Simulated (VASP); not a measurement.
# BN (P2_1) in VASP: single point with PBE

Aim: the single point of BN with PBE.

Everything below comes from runs of VASP 6.6.1. Logs are shortened: lines on timing, memory, paths and dates and some standing lists are left out, and cuts for length are marked.

### Step 1. The cell of the first run

It takes space group P2_1 (No. 4, monoclinic). The conventional cell has a = 2.555 Å, b = 4.225 Å, c = 2.555 Å, α = 90.00°, β = 120.00°, γ = 90.00°. B (site symmetry 1) has 4 N at 1.55 to 1.66 Å within 2.1 Å. Within 2.1 Å of N (site symmetry 1) lie 4 B at 1.55 to 1.66 Å.

### Step 2. Single point, PBE (mode 8 (471.6 1/cm) frozen in, largest displacement +0.263 Å)

INCAR reads:

```
PREC     = Accurate       # precision mode
ENCUT    = 520            # plane-wave cutoff, eV
EDIFF    = 1E-6           # SCF threshold, eV
ISMEAR   = 0              # smearing method
SIGMA    = 0.05           # smearing width, eV
LREAL    = F              # projectors in reciprocal space
LASPH    = T              # aspherical terms in the spheres
NELM     = 100            # most SCF steps
ALGO     = Normal         # electronic algorithm
ISIF     = 2              # what is computed and relaxed
LWAVE    = F              # write WAVECAR
LCHARG   = F              # write CHGCAR
GGA      = PE             # functional
NBANDS   = 26             # bands
```

KPOINTS reads:

```
Automatic mesh
0
Gamma
  12 12 4
```

POSCAR reads:

```
BN
1.0
    2.5545800960      0.0000000000      0.0000000000
   -1.2772900480      2.2123312591      0.0000000000
    0.0000000000      0.0000000000      8.4490290704
B N
4 4
Direct
    0.5596405380      0.2549847694      0.4999029273
    0.5596405380      0.2549847694      0.9999029273
    0.4403594620      0.7450152306      0.2499029273
    0.4403594620      0.7450152306      0.7499029273
    0.7812767769      0.4172337571      0.3125970727
    0.7812767769      0.4172337571      0.8125970727
    0.2187232231      0.5827662429      0.0625970727
    0.2187232231      0.5827662429      0.5625970727
```

Potentials or basis: VASP PAW PBE potentials, release 64 (B, N).

Launch:

```
$ cat potpaw_PBE.64/B/POTCAR potpaw_PBE.64/N/POTCAR > POTCAR
$ mpirun -np 1 vasp_std > vasp.out
```

OUTCAR:

```text
PREC = Accurate
   ENCUT = 520
   EDIFF = 1E-6
   ISMEAR = 0
   LREAL = F
   LASPH = T
   NELM = 100
   ISIF = 2
   GGA = PE

 ion  position               nearest neighbor table
   1  0.560  0.255  0.500-   8 1.55   8 1.57   8 1.58   5 1.66
   2  0.560  0.255  1.000-   7 1.55   7 1.57   7 1.58   6 1.66
   3  0.440  0.745  0.250-   5 1.55   5 1.57   5 1.58   7 1.66
   4  0.440  0.745  0.750-   6 1.55   6 1.57   6 1.58   8 1.66
   5  0.781  0.417  0.313-   3 1.55   3 1.57   3 1.58   1 1.66
   6  0.781  0.417  0.813-   4 1.55   4 1.57   4 1.58   2 1.66
   7  0.219  0.583  0.063-   2 1.55   2 1.57   2 1.58   3 1.66
   8  0.219  0.583  0.563-   1 1.55   1 1.57   1 1.58   4 1.66

  LATTYP: Found a hexagonal cell.
 ALAT       =     2.5545800960
 C/A-ratio  =     3.3074042515

  Lattice vectors:

 A1 = (   2.5545800960,   0.0000000000,   0.0000000000)
 A2 = (  -1.2772900480,   2.2123312591,   0.0000000000)
 A3 = (   0.0000000000,   0.0000000000,   8.4490290704)

Analysis of symmetry for initial positions (statically):
=====================================================================
 Subroutine PRICEL returns following result:

  LATTYP: Found a hexagonal cell.
 ALAT       =     2.5545800960
 C/A-ratio  =     1.6537021258

  Lattice vectors:

 A1 = (   2.5545800960,   0.0000000000,   0.0000000000)
 A2 = (  -1.2772900480,   2.2123312591,   0.0000000000)
 A3 = (   0.0000000000,   0.0000000000,   4.2245145352)

   2 primitive cells build up your supercell.

 Routine SETGRP: Setting up the symmetry group for a
 hexagonal supercell.

 Subroutine GETGRP returns: Found  2 space group operations
 (whereof  1 operations were pure point group operations)
 out of a pool of 24 trial point group operations.

The static configuration has the point symmetry C_1 .
 The point group associated with its full space group is C_2 .

Analysis of symmetry for dynamics (positions and initial velocities):
=====================================================================
 Subroutine PRICEL returns following result:

  LATTYP: Found a hexagonal cell.
 ALAT       =     2.5545800960
 C/A-ratio  =     1.6537021258

  Lattice vectors:

 A1 = (   2.5545800960,   0.0000000000,   0.0000000000)
 A2 = (  -1.2772900480,   2.2123312591,   0.0000000000)
 A3 = (   0.0000000000,   0.0000000000,   4.2245145352)

   2 primitive cells build up your supercell.

 Routine SETGRP: Setting up the symmetry group for a
 hexagonal supercell.

 Subroutine GETGRP returns: Found  2 space group operations
 (whereof  1 operations were pure point group operations)
 out of a pool of 24 trial point group operations.

The dynamic configuration has the point symmetry C_1 .
 The point group associated with its full space group is C_2 .

 Subroutine INISYM returns: Found  2 space group operations
 (whereof  1 operations are pure point group operations),
 and found     2 'primitive' translations

----------------------------------------------------------------------------------------

                                     Primitive cell

  volume of cell :      23.8752

  direct lattice vectors                    reciprocal lattice vectors
     2.554580096  0.000000000  0.000000000     0.391453766  0.226005937  0.000000000
    -1.277290048  2.212331259  0.000000000     0.000000000  0.452011875  0.000000000
     0.000000000  0.000000000  4.224514535     0.000000000  0.000000000  0.236713590

  length of vectors
     2.554580096  2.554580096  4.224514535     0.452011875  0.452011875  0.236713590

  position of ions in fractional coordinates (direct lattice)
     0.559640538  0.254984769  0.999805855
     0.440359462  0.745015231  0.499805855
     0.781276777  0.417233757  0.625194145
     0.218723223  0.582766243  0.125194145

  ion indices of the primitive-cell ions
   primitive index   ion index
                 1           1
                 2           3
                 3           5
                 4           8

----------------------------------------------------------------------------------------

 KPOINTS: Automatic mesh

Automatic generation of k-mesh.
 Grid dimensions read from file:
 generate k-points for:   12   12    4

 Generating k-lattice:

  Cartesian coordinates                     Fractional coordinates (reciprocal lattice)
     0.032621147  0.018833828  0.000000000     0.083333333  0.000000000  0.000000000
     0.000000000  0.037667656  0.000000000     0.000000000  0.083333333  0.000000000
     0.000000000  0.000000000  0.029589199     0.000000000  0.000000000  0.250000000

  Length of vectors
     0.037667656  0.037667656  0.029589199

  Shift w.r.t. Gamma in fractional coordinates (k-lattice)
     0.000000000  0.000000000  0.000000000

 Subroutine IBZKPT returns following result:
 ===========================================

 Found    222 irreducible k-points:

 Following reciprocal coordinates:
            Coordinates               Weight
  0.000000  0.000000  0.000000      1.000000
  0.083333 -0.000000  0.000000      2.000000
  0.000000  0.083333  0.000000      2.000000
 -0.083333  0.083333  0.000000      2.000000
  0.166667 -0.000000  0.000000      2.000000
  0.000000  0.166667  0.000000      2.000000
[... 16 lines left out ...]
  0.166667  0.083333  0.000000      2.000000
 -0.083333  0.250000  0.000000      2.000000
 [... further k-points ...]
   k-points           NKPTS =    222   k-points in BZ     NKDIM =    222   number of bands    NBANDS=     26
   number of dos      NEDOS =    301   number of ions     NIONS =      8
   total plane-waves  NPLWV =  25600
   dimension x,y,z NGX =    20 NGY =   20 NGZ =   64
   dimension x,y,z NGXF=    40 NGYF=   40 NGZF=  128
   ions per type =               4   4
   NGX,Y,Z   is equivalent  to a cutoff of  13.02, 13.02, 12.59 a.u.
   NGXF,Y,Z  is equivalent  to a cutoff of  26.03, 26.03, 25.19 a.u.
 SYSTEM =  unknown system
   PREC   = accura    normal or accurate (medium, high low for compatibility)
   ISTART =      0    job   : 0-new  1-cont  2-samecut
   ICHARG =      2    charge: 1-file 2-atom 10-const
   ISPIN  =      1    spin polarized calculation?
   LNONCOLLINEAR =      F non collinear calculations
   LSORBIT =      F    spin-orbit coupling
   LASPH  =      T    aspherical Exc in radial PAW
   ENCUT  =  520.0 eV  38.22 Ry    6.18 a.u.   4.75  4.75 15.71*2*pi/ulx,y,z
   NELM   =    100;   NELMIN=  2; NELMDL= -5     # of ELM steps
   EDIFF  = 0.1E-05   stopping-criterion for ELM
   LREAL  =      F    real-space projection
   EDIFFG = 0.1E-04   stopping-criterion for IOM
   NSW    =      0    number of steps for IOM
   IBRION =     -1    ionic relax: 0-MD 1-quasi-New 2-CG
   NFREE  =      0    steps in history (QN), initial steepest desc. (CG)
   ISIF   =      2    stress and relaxation
   ISYM   =      2    0-nonsym 1-usesym 2-fastsym
   POTIM  = 0.5000    time-step for ionic-motion
   TEBEG  =    0.0;   TEEND  =   0.0 temperature during run
   PSTRESS=    0.0 pullay stress
   NELECT =      32.0000    total number of electrons
   NUPDOWN=      -1.0000    fix difference up-down
   EMIN   =  10.00;   EMAX   =-10.00  energy-range for DOS
   EFERMI =   0.00;   METHOD = LEGACY
   ISMEAR =     0;   SIGMA  =   0.05  broadening in eV -4-tet -1-fermi 0-gaus
   EFERMI_NEDOS =   21; number of points for ismear=-14 and -15
   IALGO  =     38    algorithm
   IMIX   =      4    mixing-type and parameters
     AMIX     =   0.40;   BMIX     =  1.00
     AMIX_MAG =   1.60;   BMIX_MAG =  1.00
  volume/ion in A,a.u.               =       5.97        40.28
  Fermi-wavevector in a.u.,A,eV,Ry     =   1.432625  2.707270 27.924811  2.052416
  Thomas-Fermi vector in A             =   2.552232
   LORBIT       =      0    0 simple, 1 ext, 2 COOP (PROOUT), +10 PAW based schemes
   GGA     = PE    functional components
   LHFCALC =     F    Hartree Fock is set to
   AEXX    =    0.0000 exact exchange contribution
   IVDW    =     0    specifies the selected vdW correction
   LEPSILON=     F    determine dielectric tensor
   LRPA    =     F    only Hartree local field effects (RPA)
 non-spin polarized calculation
 Gauss-broadening in eV      SIGMA  =   0.05
  energy-cutoff  :      520.00
  volume of cell :       47.75
 maximum number of plane-waves:      1304
   NGX =  9   NGY =  9   NGZ = 31

 number of electron      31.9999999 magnetization

 Free energy of the ion-electron system (eV)
  ---------------------------------------------------
  ext. energy  EPLUGINS =         0.00000000
  ---------------------------------------------------
  free energy    TOTEN  =       -66.99709766 eV

  energy without entropy =      -66.99709766  energy(sigma->0) =      -66.99709766

 E-fermi :   8.2833     XC(G=0): -12.8298

 val. band max:        8.0234909557   @ k =   0.0000   0.0000   0.0000
 cond. band min:      11.7531399333   @ k =  -0.2500  -0.4167   0.0000
 fundamental gap:      3.7296489775
 Fermi energy:         8.2833492382

 k-point     1 :       0.0000    0.0000    0.0000
  band No.  band energies     occupation
      1     -12.7945      2.00000
      2     -11.3236      2.00000
      3     -11.3236      2.00000
      4      -8.6052      2.00000
      5      -3.1654      2.00000
      6       2.1158      2.00000
[... 18 lines left out ...]
     25      18.0645      0.00000
     26      18.0848      0.00000

 k-point     2 :       0.0833   -0.0000    0.0000
  band No.  band energies     occupation
      1     -12.6429      2.00000
      2     -11.1792      2.00000
      3     -11.1792      2.00000
      4      -8.4894      2.00000
      5      -3.0139      2.00000
      6       2.1320      2.00000
[... 18 lines left out ...]
     25      18.2022      0.00000
     26      18.2107      0.00000

 k-point     3 :       0.0000    0.0833    0.0000
  band No.  band energies     occupation
      1     -12.6461      2.00000
      2     -11.1805      2.00000
      3     -11.1805      2.00000
      4      -8.4816      2.00000
      5      -3.0177      2.00000
      6       2.1920      2.00000
[... 572 lines left out ...]
 k-point    23 :       0.1667    0.0833    0.0000
  band No.  band energies     occupation
      1     -11.7562      2.00000
      2     -10.3395      2.00000
      3     -10.3395      2.00000
      4      -7.8348      2.00000
      5      -2.1406      2.00000
      6       1.6227      2.00000
[... 18 lines left out ...]
     25      19.4344      0.00000
     26      19.4535      0.00000

 k-point    24 :      -0.0833    0.2500    0.0000
  band No.  band energies     occupation
      1     -11.7813      2.00000
      2     -10.3524      2.00000
      3     -10.3524      2.00000
      4      -7.7820      2.00000
      5      -2.1632      2.00000
      6       2.1941      2.00000
[... 18 lines left out ...]
     25      19.3112      0.00000
     26      19.5307      0.00000

 [... further k-points ...]
[... 5 lines left out ...]
  --------------------------------------------------------------------------------------
  -------------------------------------------------------------------------------------
  Total        0.4374937     -4.0317930      3.3938390     -0.6321872      0.0000000      0.0000000
  in kB       14.6793181   -135.2796047    113.8742000    -21.2119108      0.0000000      0.0000000
  external PRESSURE =      -2.2420289 kB  Pullay stress =       0.0000000 kB

 VOLUME and BASIS-vectors are now :
 -----------------------------------------------------------------------------
  energy-cutoff  :      520.00
  volume of cell :       47.75
      direct lattice vectors                 reciprocal lattice vectors
     2.554580096  0.000000000  0.000000000     0.391453766  0.226005937  0.000000000
    -1.277290048  2.212331259  0.000000000     0.000000000  0.452011875  0.000000000
     0.000000000  0.000000000  8.449029070     0.000000000  0.000000000  0.118356795

 POSITION                                       TOTAL-FORCE (eV/Angst)
 -----------------------------------------------------------------------------------
      1.10396      0.56411      4.22369         1.110680      1.365454      0.244445
      1.10396      0.56411      8.44821         1.110680      1.365454      0.244445
      0.17333      1.64822      2.11144        -1.110680     -1.365454      0.244445
      0.17333      1.64822      6.33595        -1.110680     -1.365454      0.244445
      1.46291      0.92306      2.64114        -2.630561     -2.203262     -0.244445
      1.46291      0.92306      6.86566        -2.630561     -2.203262     -0.244445
     -0.18562      1.28927      0.52888         2.630561      2.203262     -0.244445
     -0.18562      1.28927      4.75340         2.630561      2.203262     -0.244445
 -----------------------------------------------------------------------------------
    total drift:                               -0.000000     -0.000000      0.000867

  FREE ENERGIE OF THE ION-ELECTRON SYSTEM (eV)
  ---------------------------------------------------
  free  energy   TOTEN  =       -66.9970976629 eV

  energy  without entropy=      -66.9970976629  energy(sigma->0) =      -66.99709766
```

Wall time 3.1 min (1 thread of Intel Xeon Platinum 8375C at 2.90GHz (Ice Lake), shared host); peak memory 0.31 GiB.

Results:

| Quantity | Value |
| --- | --- |
| Free energy | -66.9971 eV |
| Pressure | -0.2 GPa |
| Largest force | 3.440 eV/Å |
| Band gap on the k mesh | 3.73 eV |

Forces on the atoms (eV/Å):
```
B    1.111  1.365  0.244
B    1.111  1.365  0.244
B   -1.111 -1.365  0.244
B   -1.111 -1.365  0.244
N   -2.631 -2.203 -0.244
N   -2.631 -2.203 -0.244
N    2.631  2.203 -0.244
N    2.631  2.203 -0.244
```

Stress tensor (GPa, compression positive):
```
  1.47  -2.12   0.00
 -2.12 -13.53   0.00
  0.00   0.00  11.39
```

Levels at points of the mesh, in eV from the valence-band top:
| k point | band 14 | band 15 | band 16 | band 17 | band 18 | band 19 |
| --- | --- | --- | --- | --- | --- | --- |
| (0.00, 0.00, 0.00) | -1.33 | -0.92 | 0.00 | 7.38 | 7.49 | 8.15 |
| (0.50, 0.00, 0.00) | -2.95 | -2.95 | -2.75 | 5.80 | 5.80 | 5.84 |
| (0.00, 0.50, 0.00) | -3.34 | -3.24 | -3.11 | 4.70 | 5.35 | 5.35 |
| (0.50, 0.50, 0.00) | -3.60 | -3.07 | -3.07 | 5.40 | 5.40 | 6.59 |
| (0.00, 0.00, 0.50) | -1.46 | -1.13 | -1.13 | 7.69 | 7.69 | 8.19 |
| (0.50, 0.00, 0.50) | -4.25 | -3.18 | -3.18 | 5.94 | 5.94 | 7.31 |
| (0.00, 0.50, 0.50) | -3.47 | -2.59 | -2.59 | 4.24 | 4.24 | 6.53 |
| (0.50, 0.50, 0.50) | -3.62 | -2.91 | -2.91 | 5.38 | 5.38 | 6.26 |

Caveat: the cell differs from its parent crystal (mode 8 (471.6 1/cm) frozen in, largest displacement +0.263 Å); forces of over 1 eV/Å act on the atoms, so gaps and moduli don't describe the material at rest.
